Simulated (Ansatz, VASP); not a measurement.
# B in VASP and in Ansatz

```
B
1.0
     0.00000    2.02549    2.02549
     2.02549    0.00000    2.02549
     2.02549    2.02549    0.00000
B
2
Direct
  0.00000 0.00000 0.00000
  0.25000 0.25000 0.25000
```

Alike in both runs: functional PBE; k mesh 18 × 18 × 18; occupations gaussian, width 0.1 eV; no spin polarisation.

Ansatz relaxed the structure, and its values are those at the end. VASP's run is a single point on that final structure, the one shown.

```csv
,VASP,Ansatz
version,VASP 6.6.1,Ansatz 0.2.0
potentials or method,"VASP PAW PBE potentials, release 64 (B), cutoff 520 eV","scalar-relativistic, plane waves, PAW"
valence electrons in the cell,6,6
```

```csv
,VASP,Ansatz,Ansatz less VASP
gap on the k mesh at the Fermi level (eV),none,none,-
pressure (GPa),0.0,0.0,0.00
```

A gap of «none» marks a metal or a gap that the smearing closes.
